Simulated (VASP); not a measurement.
# In3Se (Cmmm) in VASP: further runs

In3Se is run at these levels: PBEsol+D3(BJ); tasks: single point.

All numbers are computed with VASP 6.6.1; they aren't measurements. Logs are shortened: lines on timing, memory, paths and dates and some standing lists are left out, and cuts for length are marked.

### Step 1. The cell of the first run

It takes space group Cmmm (No. 65, orthorhombic). Conventional cell: a = 6.326 Å, b = 6.650 Å, c = 4.588 Å, α = 90.00°, β = 90.00°, γ = 90.00°. In (site symmetry mmm) has 4 Se at 3.16 to 3.33 Å and 8 In at 3.24 Å within 4.2 Å. In (site symmetry 2/m) has 8 In at 3.16 to 3.33 Å and 4 Se at 3.24 Å within 4.2 Å. Se (site symmetry mmm) has 12 In at 3.16 to 3.33 Å within 4.2 Å.

### Step 2. Single point, PBEsol+D3(BJ) (strain -0.0500 x Voigt [0, 0, 0, 1, 0, 0])

Contents of INCAR:

```
ALGO = Normal ; EDIFF = 1E-6
ENCUT = 520 ; GGA = PS
ISIF = 2 ; ISMEAR = 0
IVDW = 12 ; LASPH = T
LCHARG = F ; LREAL = F
LWAVE = F ; NBANDS = 30
NELM = 60 ; PREC = Accurate
SIGMA = 0.15
```

Contents of KPOINTS:

```
k-points
0
Gamma
  10 10 10
```

Contents of POSCAR:

```
In3Se
1.0
    4.5878535042      0.0000000000      0.0000000000
    0.0000000000      4.5878535042     -0.1146963376
    0.0000000000     -0.1146963376      4.5878535042
In Se
3 1
Direct
    0.0000000000      0.5000000000      0.5000000000
    0.5000000000      0.0000000000      0.5000000000
    0.5000000000      0.5000000000      0.0000000000
    0.0000000000      0.0000000000      0.0000000000
```

Potentials or basis: VASP PAW PBE potentials, release 64 (In_d, Se).

Launch:

```
$ cat potpaw_PBE.64/In_d/POTCAR potpaw_PBE.64/Se/POTCAR > POTCAR
$ mpirun -np 1 vasp_std > vasp.out
```

OUTCAR:

```text
EDIFF = 1E-6
   ENCUT = 520
   GGA = PS
   ISIF = 2
   ISMEAR = 0
   IVDW = 12
   LASPH = T
   LREAL = F
   NELM = 60
   PREC = Accurate
 IVDW          = 12

 ion  position               nearest neighbor table
   1  0.000  0.500  0.500-   4 3.16   4 3.16   2 3.24   3 3.24   2 3.24   3 3.24   2 3.24   3 3.24
                             3 3.24   2 3.24   4 3.33   4 3.33
   2  0.500  0.000  0.500-   3 3.16   3 3.16   4 3.24   4 3.24   1 3.24   1 3.24   1 3.24   4 3.24
                             4 3.24   1 3.24   3 3.33   3 3.33
   3  0.500  0.500  0.000-   2 3.16   2 3.16   4 3.24   1 3.24   4 3.24   1 3.24   1 3.24   4 3.24
                             1 3.24   4 3.24   2 3.33   2 3.33
   4  0.000  0.000  0.000-   1 3.16   1 3.16   3 3.24   2 3.24   3 3.24   2 3.24   2 3.24   3 3.24
                             2 3.24   3 3.24   1 3.33   1 3.33

  LATTYP: Found a base centered orthorhombic cell.
 ALAT       =     6.3259995316
 B/A-ratio  =     1.0512820513
 C/A-ratio  =     0.7252377243

  Lattice vectors:

 A1 = (   0.0000000000,   4.5878535042,  -0.1146963376)
 A2 = (   0.0000000000,  -0.1146963376,   4.5878535042)
 A3 = (   4.5878535042,   0.0000000000,   0.0000000000)

Analysis of symmetry for initial positions (statically):
=====================================================================
 Subroutine PRICEL returns:
 Original cell was already a primitive cell.

 Routine SETGRP: Setting up the symmetry group for a
 base centered orthorhombic supercell.

 Subroutine GETGRP returns: Found  8 space group operations
 (whereof  8 operations were pure point group operations)
 out of a pool of  8 trial point group operations.

The static configuration has the point symmetry D_2h.

Analysis of symmetry for dynamics (positions and initial velocities):
=====================================================================
 Subroutine PRICEL returns:
 Original cell was already a primitive cell.

 Routine SETGRP: Setting up the symmetry group for a
 base centered orthorhombic supercell.

 Subroutine GETGRP returns: Found  8 space group operations
 (whereof  8 operations were pure point group operations)
 out of a pool of  8 trial point group operations.

The dynamic configuration has the point symmetry D_2h.

 Subroutine INISYM returns: Found  8 space group operations
 (whereof  8 operations are pure point group operations),
 and found     1 'primitive' translations

----------------------------------------------------------------------------------------

                                     Primitive cell

  volume of cell :      96.5066

  direct lattice vectors                    reciprocal lattice vectors
     4.587853504  0.000000000  0.000000000     0.217966855  0.000000000  0.000000000
     0.000000000  4.587853504 -0.114696338     0.000000000  0.218103170  0.005452579
     0.000000000 -0.114696338  4.587853504     0.000000000  0.005452579  0.218103170

  length of vectors
     4.587853504  4.589286984  4.589286984     0.217966855  0.218171316  0.218171316

  position of ions in fractional coordinates (direct lattice)
     0.000000000  0.500000000  0.500000000
     0.500000000  0.000000000  0.500000000
     0.500000000  0.500000000  0.000000000
     0.000000000  0.000000000  0.000000000

  ion indices of the primitive-cell ions
   primitive index   ion index
                 1           1
                 2           2
                 3           3
                 4           4

----------------------------------------------------------------------------------------

 KPOINTS: k-points

Automatic generation of k-mesh.
 Grid dimensions read from file:
 generate k-points for:   10   10   10

 Generating k-lattice:

  Cartesian coordinates                     Fractional coordinates (reciprocal lattice)
     0.021796686  0.000000000  0.000000000     0.100000000  0.000000000  0.000000000
     0.000000000  0.021810317  0.000545258     0.000000000  0.100000000 -0.000000000
     0.000000000  0.000545258  0.021810317     0.000000000 -0.000000000  0.100000000

  Length of vectors
     0.021796686  0.021817132  0.021817132

  Shift w.r.t. Gamma in fractional coordinates (k-lattice)
     0.000000000  0.000000000  0.000000000

 Subroutine IBZKPT returns following result:
 ===========================================

 Found    186 irreducible k-points:

 Following reciprocal coordinates:
            Coordinates               Weight
  0.000000  0.000000  0.000000      1.000000
  0.100000  0.000000  0.000000      2.000000
  0.200000  0.000000  0.000000      2.000000
  0.300000  0.000000  0.000000      2.000000
  0.400000  0.000000  0.000000      2.000000
  0.500000  0.000000  0.000000      1.000000
[... 16 lines left out ...]
  0.400000  0.300000  0.000000      8.000000
  0.500000  0.300000  0.000000      4.000000
 [... further k-points ...]
   k-points           NKPTS =    186   k-points in BZ     NKDIM =    186   number of bands    NBANDS=     30
   number of dos      NEDOS =    301   number of ions     NIONS =      4
   total plane-waves  NPLWV =  46656
   dimension x,y,z NGX =    36 NGY =   36 NGZ =   36
   dimension x,y,z NGXF=    72 NGYF=   72 NGZF=   72
   ions per type =               3   1
   NGX,Y,Z   is equivalent  to a cutoff of  13.04, 13.04, 13.04 a.u.
   NGXF,Y,Z  is equivalent  to a cutoff of  26.09, 26.08, 26.08 a.u.
 SYSTEM =  unknown system
   PREC   = accura    normal or accurate (medium, high low for compatibility)
   ISTART =      0    job   : 0-new  1-cont  2-samecut
   ICHARG =      2    charge: 1-file 2-atom 10-const
   ISPIN  =      1    spin polarized calculation?
   LNONCOLLINEAR =      F non collinear calculations
   LSORBIT =      F    spin-orbit coupling
   LASPH  =      T    aspherical Exc in radial PAW
   ENCUT  =  520.0 eV  38.22 Ry    6.18 a.u.   8.53  8.53  8.53*2*pi/ulx,y,z
   NELM   =     60;   NELMIN=  2; NELMDL= -5     # of ELM steps
   EDIFF  = 0.1E-05   stopping-criterion for ELM
   LREAL  =      F    real-space projection
   EDIFFG = 0.1E-04   stopping-criterion for IOM
   NSW    =      0    number of steps for IOM
   IBRION =     -1    ionic relax: 0-MD 1-quasi-New 2-CG
   NFREE  =      0    steps in history (QN), initial steepest desc. (CG)
   ISIF   =      2    stress and relaxation
   ISYM   =      2    0-nonsym 1-usesym 2-fastsym
   POTIM  = 0.5000    time-step for ionic-motion
   TEBEG  =    0.0;   TEEND  =   0.0 temperature during run
   PSTRESS=    0.0 pullay stress
   NELECT =      45.0000    total number of electrons
   NUPDOWN=      -1.0000    fix difference up-down
   EMIN   =  10.00;   EMAX   =-10.00  energy-range for DOS
   EFERMI =   0.00;   METHOD = LEGACY
   ISMEAR =     0;   SIGMA  =   0.15  broadening in eV -4-tet -1-fermi 0-gaus
   EFERMI_NEDOS =   21; number of points for ismear=-14 and -15
   IALGO  =     38    algorithm
   IMIX   =      4    mixing-type and parameters
     AMIX     =   0.40;   BMIX     =  1.00
     AMIX_MAG =   1.60;   BMIX_MAG =  1.00
  volume/ion in A,a.u.               =      24.13       162.81
  Fermi-wavevector in a.u.,A,eV,Ry     =   1.269482  2.398974 21.926948  1.611585
  Thomas-Fermi vector in A             =   2.402521
   LORBIT       =      0    0 simple, 1 ext, 2 COOP (PROOUT), +10 PAW based schemes
   GGA     = PS    functional components
   LHFCALC =     F    Hartree Fock is set to
   AEXX    =    0.0000 exact exchange contribution
   IVDW    =    12    specifies the selected vdW correction
   LEPSILON=     F    determine dielectric tensor
   LRPA    =     F    only Hartree local field effects (RPA)
 non-spin polarized calculation
 Gauss-broadening in eV      SIGMA  =   0.15
  energy-cutoff  :      520.00
  volume of cell :       96.51
 maximum number of plane-waves:      2635
 NGX is ok and might be reduce to    36
   NGX = 17   NGY = 17   NGZ = 17

 number of electron      44.9999976 magnetization

 Free energy of the ion-electron system (eV)
  ---------------------------------------------------
  ext. energy  EPLUGINS =         0.00000000
  ---------------------------------------------------
  free energy    TOTEN  =       -13.20241843 eV

  energy without entropy =      -13.18475281  energy(sigma->0) =      -13.19358562

 E-fermi :   7.2844     XC(G=0): -10.5510

 val. band max:        7.2727753293   @ k =   0.4000   0.1000  -0.0000
 cond. band min:       7.2968820460   @ k =   0.4000   0.5000   0.0000
 fundamental gap:      0.0241067167
 Fermi energy:         7.2844384400

 k-point     1 :       0.0000    0.0000    0.0000
  band No.  band energies     occupation
      1      -7.6012      2.00000
      2      -7.5526      2.00000
      3      -7.5445      2.00000
      4      -7.5206      2.00000
      5      -7.3749      2.00000
      6      -7.3697      2.00000
[... 22 lines left out ...]
     29      12.9041      0.00000
     30      14.0498      0.00000

 k-point     2 :       0.1000    0.0000    0.0000
  band No.  band energies     occupation
      1      -7.5878      2.00000
      2      -7.5412      2.00000
      3      -7.5398      2.00000
      4      -7.5083      2.00000
      5      -7.3728      2.00000
      6      -7.3607      2.00000
[... 22 lines left out ...]
     29      13.1698      0.00000
     30      14.1744      0.00000

 k-point     3 :       0.2000    0.0000    0.0000
  band No.  band energies     occupation
      1      -7.5544      2.00000
      2      -7.5278      2.00000
      3      -7.5024      2.00000
      4      -7.4723      2.00000
      5      -7.3668      2.00000
      6      -7.3351      2.00000
[... 22 lines left out ...]
     29      13.6853      0.00000
     30      14.5374      0.00000

 k-point     4 :       0.3000    0.0000    0.0000
  band No.  band energies     occupation
      1      -7.5341      2.00000
      2      -7.4807      2.00000
      3      -7.4437      2.00000
      4      -7.4155      2.00000
      5      -7.3579      2.00000
      6      -7.2975      2.00000
[... 22 lines left out ...]
     29      14.0358      0.00000
     30      14.0482      0.00000

 k-point     5 :       0.4000    0.0000    0.0000
  band No.  band energies     occupation
      1      -7.5254      2.00000
      2      -7.4211      2.00000
      3      -7.3719      2.00000
      4      -7.3445      2.00000
      5      -7.3439      2.00000
      6      -7.2576      2.00000
[... 22 lines left out ...]
     29      13.2463      0.00000
     30      13.2928      0.00000
[... 526 lines left out ...]
     29      12.4660      0.00000
     30      13.3992      0.00000

 k-point    22 :       0.3000    0.3000    0.0000
  band No.  band energies     occupation
      1      -7.4537      2.00000
      2      -7.4412      2.00000
      3      -7.3886      2.00000
      4      -7.3528      2.00000
      5      -7.3283      2.00000
      6      -7.2821      2.00000
[... 22 lines left out ...]
     29      11.8675      0.00000
     30      12.5049      0.00000

 k-point    23 :       0.4000    0.3000    0.0000
  band No.  band energies     occupation
      1      -7.4289      2.00000
      2      -7.4175      2.00000
      3      -7.3441      2.00000
      4      -7.3300      2.00000
      5      -7.3114      2.00000
      6      -7.2893      2.00000
[... 22 lines left out ...]
     29      11.9981      0.00000
     30      12.8942      0.00000

 k-point    24 :       0.5000    0.3000    0.0000
  band No.  band energies     occupation
      1      -7.4224      2.00000
      2      -7.3799      2.00000
      3      -7.3776      2.00000
      4      -7.3157      2.00000
      5      -7.2884      2.00000
      6      -7.2781      2.00000
[... 22 lines left out ...]
     29      11.8687      0.00000
     30      14.1985      0.00000

 [... further k-points ...]

------------------------ aborting loop because EDIFF is reached ----------------------------------------

 Edisp (eV)   -1.48081

 E8    (eV) :    -1.0425

  FORCE on cell =-STRESS in cart. coord.  units (eV):
  Direction    XX          YY          ZZ          XY          YZ          ZX
  --------------------------------------------------------------------------------------
  -------------------------------------------------------------------------------------
  Total      -0.06006     0.07108     0.07108     0.00000     0.36556     0.00000
  in kB      -0.99709     1.18005     1.18005     0.00000     6.06898     0.00000
  external pressure =        0.45 kB  Pullay stress =        0.00 kB

 VOLUME and BASIS-vectors are now :
 -----------------------------------------------------------------------------
  energy-cutoff  :      520.00
  volume of cell :       96.51
      direct lattice vectors                 reciprocal lattice vectors
     4.587853504  0.000000000  0.000000000     0.217966855  0.000000000  0.000000000
     0.000000000  4.587853504 -0.114696338     0.000000000  0.218103170  0.005452579
     0.000000000 -0.114696338  4.587853504     0.000000000  0.005452579  0.218103170

 POSITION                                       TOTAL-FORCE (eV/Angst)
 -----------------------------------------------------------------------------------
      0.00000      2.23658      2.23658         0.000000      0.000000      0.000000
      2.29393     -0.05735      2.29393         0.000000      0.000000      0.000000
      2.29393      2.29393     -0.05735         0.000000     -0.000000      0.000000
      0.00000      0.00000      0.00000         0.000000      0.000000      0.000000
 -----------------------------------------------------------------------------------
    total drift:                                0.000000      0.000000      0.000000

  FREE ENERGIE OF THE ION-ELECTRON SYSTEM (eV)
  ---------------------------------------------------
  free  energy   TOTEN  =       -14.6832300033 eV

  energy  without entropy=      -14.6655643855  energy(sigma->0) =      -14.67439719
```

It took 2.7 min on 1 thread of Intel Xeon 6975P-C (Granite Rapids), shared host; peak memory 0.55 GiB.

What came out:

```yaml
Free_energy: -14.6832 eV
Pressure: 0.0 GPa
Band_gap_on_the_k_mesh: zero (an odd number of electrons rules out a gap without spin polarisation)
Dispersion_energy_per_atom: -0.370 eV
```

Levels at points of the mesh, in eV from the Fermi level:
| k point | band 20 | band 21 | band 22 | band 23 | band 24 | band 25 |
| --- | --- | --- | --- | --- | --- | --- |
| (0.00, 0.00, 0.00) | -3.76 | -2.00 | -1.97 | 0.88 | 1.24 | 1.57 |
| (0.50, 0.00, 0.00) | -2.71 | -1.18 | -1.13 | -0.46 | -0.12 | 1.20 |
| (0.00, 0.50, 0.00) | -2.86 | -1.16 | -1.10 | -0.29 | -0.28 | 1.20 |
| (0.50, 0.50, 0.00) | -2.27 | -1.06 | -0.53 | -0.44 | 1.38 | 1.76 |
| (0.00, 0.50, 0.50) | -2.26 | -1.06 | -0.57 | -0.40 | 1.55 | 1.73 |
| (0.50, 0.50, 0.50) | -4.72 | -4.42 | -4.14 | -3.71 | 3.25 | 3.46 |

Caveat: the cell differs from its parent crystal (strain -0.0500 x Voigt [0, 0, 0, 1, 0, 0]); the PAW data sets were made with another functional, which shifts forces and pressure a little; spin-orbit coupling is left out, which moves the levels of the heavy elements.

### Step 3. Single point, PBEsol+D3(BJ) (strain +0.0625 x Voigt [0, 0, 0, 1, 0, 0])

Contents of INCAR:

```
ALGO = Normal
EDIFF = 1E-7
ENCUT = 520
GGA = PS
ISIF = 2
ISMEAR = 0
IVDW = 12
LASPH = T
LCHARG = F
LREAL = F
LWAVE = F
NBANDS = 30
NELM = 60
PREC = Accurate
SIGMA = 0.15
```

KPOINTS is that of step 2.

POSCAR, as its differences from that of step 2:

```diff
@@ -3,4 +3,4 @@
     4.5878535042      0.0000000000      0.0000000000
-    0.0000000000      4.5878535042     -0.1146963376
-    0.0000000000     -0.1146963376      4.5878535042
+    0.0000000000      4.5878535042      0.1433704220
+    0.0000000000      0.1433704220      4.5878535042
 In Se
```

Potentials or basis: VASP PAW PBE potentials, release 64 (In_d, Se).

Launch:

```
$ cat potpaw_PBE.64/In_d/POTCAR potpaw_PBE.64/Se/POTCAR > POTCAR
$ mpirun -np 1 vasp_std > vasp.out
```

It took 3.9 min on 1 thread of Intel Xeon 6975P-C (Granite Rapids), shared host; peak memory 0.55 GiB.

It converged, with:

* Free energy: -14.6778 eV
* Pressure: 0.1 GPa
* Band gap on the k mesh: zero (an odd number of electrons rules out a gap without spin polarisation)
* Dispersion energy per atom: -0.370 eV

Stress tensor (GPa, compression positive):
```
-0.11  0.00  0.00
 0.00  0.20 -0.82
 0.00 -0.82  0.20
```

Levels at points of the mesh, in eV from the Fermi level:
```csv
k point,band 20,band 21,band 22,band 23,band 24,band 25,band 26,band 27
"(0.00, 0.00, 0.00)",-3.75,-2.01,-1.97,0.79,1.24,1.64,4.10,4.53
"(0.50, 0.00, 0.00)",-2.68,-1.18,-1.14,-0.51,-0.08,1.19,3.62,4.29
"(0.00, 0.50, 0.00)",-2.87,-1.17,-1.07,-0.30,-0.29,1.21,4.05,4.16
"(0.50, 0.50, 0.00)",-2.30,-1.08,-0.56,-0.42,1.28,1.77,2.12,2.22
"(0.00, 0.50, 0.50)",-2.27,-1.07,-0.61,-0.39,1.49,1.72,1.97,2.05
"(0.50, 0.50, 0.50)",-4.80,-4.43,-4.07,-3.72,3.18,3.44,3.77,8.56
```

Caveat: the cell differs from its parent crystal (strain +0.0625 x Voigt [0, 0, 0, 1, 0, 0]); the PAW data sets were made with another functional, which shifts forces and pressure a little; spin-orbit coupling is left out, which moves the levels of the heavy elements.

The gap in the log of VASP goes by the Fermi energy; the results here count the filled bands.